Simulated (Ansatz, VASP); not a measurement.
Two plane-wave programs on Zn

```
Zn
1.0
     0.00000    3.02566    3.02566
     3.02566    0.00000    3.02566
     3.02566    3.02566    0.00000
Zn
2
Direct
  0.12500 0.12500 0.12500
  0.87500 0.87500 0.87500
```

Alike in both runs: task single point; functional RPBE; k mesh 10 × 10 × 10; occupations fermi-dirac, width 0.1 eV; no spin polarisation.

```csv
,VASP,Ansatz
version,VASP 6.6.1,Ansatz 0.2.0
potentials or method,"VASP PAW PBE potentials, release 64 (Zn), cutoff 520 eV","plane waves (420 eV) with PAW, scalar-relativistic"
valence electrons in the cell,24,24
```

VASP gave:

| Quantity | Value |
| --- | --- |
| pressure (GPa) | -0.5 |

Problem. Which values does Ansatz return?

Solution. Pressure (GPa): -0.6.

VASP's potentials were made for PBE, not for RPBE.
